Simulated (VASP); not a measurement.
Set up this calculation in VASP 6.6.1, as the native input.

- Task: single point
- Functional: PBE
- Potentials or basis: VASP PAW PBE potentials, release 64 (Cu)
- Cutoff: 520 eV
- k mesh: 5 × 5 × 5
- Occupations: gaussian, width 0.1 eV
- Spin: no spin polarisation
- Dipole correction: no
- Further INCAR settings: LREAL = Auto; ALGO = Fast; EDIFF = 1e-06; NBANDS = 108

The structure of Cu (a cell with a defect) lies in POSCAR:

```
Cu
1.0
    3.6298028171      3.6298028171     -3.6298028171
   -3.6298028171     -3.6298028171     -3.6298028171
   -3.6298028171      3.6298028171      3.6298028171
Cu
17
Direct
    0.2230951211      0.7697608303     -0.0482251814
    0.4614346386      0.4995692687      0.0087942295
    0.6830711448      0.2293504001     -0.0477963301
    0.7898649010      0.7715214565      0.5168350338
   -0.0470240197      0.7697602180      0.2220836081
    0.3813940080      0.4996791188      0.3802240201
    0.5176252499      0.2275992891      0.2445499284
    0.7359325903     -0.0005139687      0.2351220273
    0.0099704375      0.0481416987      0.0088757386
    0.5178467027      0.7715180631      0.7886540367
    0.7352895254      0.4992140194      0.7342676491
    0.0099405259      0.4995659338      0.4603002371
    0.2455712856      0.2276079594      0.5164239732
    0.4614285213     -0.0488774221      0.4603309415
   -0.0467844323      0.2293371465      0.6818667461
    0.2363302983     -0.0003317203      0.7349106909
    0.0937516349      0.4996838712      0.0925947979
```

This cell differs from its parent crystal: with an interstitial atom, then relaxed in part.

One way to write it, as run:

INCAR

```
PREC = Accurate
ENCUT = 520
EDIFF = 1E-6
ISMEAR = 0
SIGMA = 0.1
LREAL = Auto
LASPH = True
NELM = 100
ALGO = Fast
ISIF = 2
LWAVE = False
LCHARG = False
GGA = PE
NBANDS = 108
```

KPOINTS

```
Automatic mesh
0
Gamma
  5 5 5
```

Potentials or basis: VASP PAW PBE potentials, release 64 (Cu).

Launch:

```console
$ cat potpaw_PBE.64/Cu/POTCAR > POTCAR
$ mpirun -np 1 vasp_std > vasp.out
```

Results of the run:

The pressure is 18.8 GPa. The largest force is 0.018 eV/Å and the band gap on the k mesh is zero (an odd number of electrons rules out a gap without spin polarisation).

Caveat: the cell differs from its parent crystal (with an interstitial atom, then relaxed in part).

Run time: 69 min on 1 thread of Oxide Virtual Turin-like Processor, with other jobs on the host, peak memory 0.84 GiB.
